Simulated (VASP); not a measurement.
Runs of VASP 6.6.1 on Sb3Pb. The structure is that of space group Im-3m (No. 229), or close to it. The cells are those of the table. 

```tsv
task	cell	k mesh	cutoff (eV)	k mesh for the DOS	occupations for the DOS	gap on the mesh (eV)	pressure (GPa)
single point	a = 5.344 Å, angles 109.5°, 4 atoms	10 × 10 × 10	520	-	-	none	(b)
single point	a = 5.391 Å, angles 109.5°, 4 atoms	4 × 4 × 4	520	-	-	none	1.3
single point	a = 5.456 Å, angles 109.5°, 4 atoms	10 × 10 × 10	520	-	-	none	-0.1
relaxation of cell and atoms	relaxed from a = 5.441 Å, angles 109.5°, 4 atoms	10 × 10 × 10	600	-	-	none	0.0
single point	a = 5.510 Å, angles 109.5°, 4 atoms	10 × 10 × 10	520	-	-	none	(a)
single point	a = 5.400 Å, angles 109.5°, 4 atoms	10 × 10 × 10	520	-	-	none	1.5
```

Alike in all rows: level PBE; potentials or basis VASP PAW PBE potentials, release 64 (Sb, Pb_d); no spin polarisation; smearing gaussian 0.1 eV.

**Question.** Estimate the missing entries.

**Answer.** (a) -1.4; (b) 3.4.

Caveats: spin-orbit coupling is left out, which moves the levels of the heavy elements.

A k mesh can miss the band edges, and the runs leave out spin-orbit coupling on Pb, Sb.

A gap of «none» marks levels without a gap at the run's occupations.
